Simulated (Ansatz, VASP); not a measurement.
## BN in VASP and in Ansatz

```
B N
1.0
     2.50245    0.00000    0.00000
    -1.25123    2.16719    0.00000
     0.00000    0.00000    4.21010
B N
2 2
Direct
  0.33333 0.66667 0.00007
  0.66667 0.33333 0.50007
  0.33333 0.66667 0.37393
  0.66667 0.33333 0.87393
```

Alike in both runs: task single point; functional HSE06; k mesh 9 × 9 × 4; no spin polarisation.

|  | VASP | Ansatz |
| --- | --- | --- |
| version | VASP 6.6.1 | Ansatz 0.2.0 |
| potentials or method | VASP PAW PBE potentials, release 64 (B, N), cutoff 520 eV | scalar-relativistic, plane waves, PAW |
| occupations | gaussian, width 0.01 eV | fixed |
| valence electrons in the cell | 16 | 16 |

|  | VASP | Ansatz | Ansatz less VASP |
| --- | --- | --- | --- |
| gap on the k mesh at the Fermi level (eV) | 6.35 | 6.36 | +0.014 |
| least direct gap on the mesh (eV) | 9.96 | 9.97 | +0.007 |
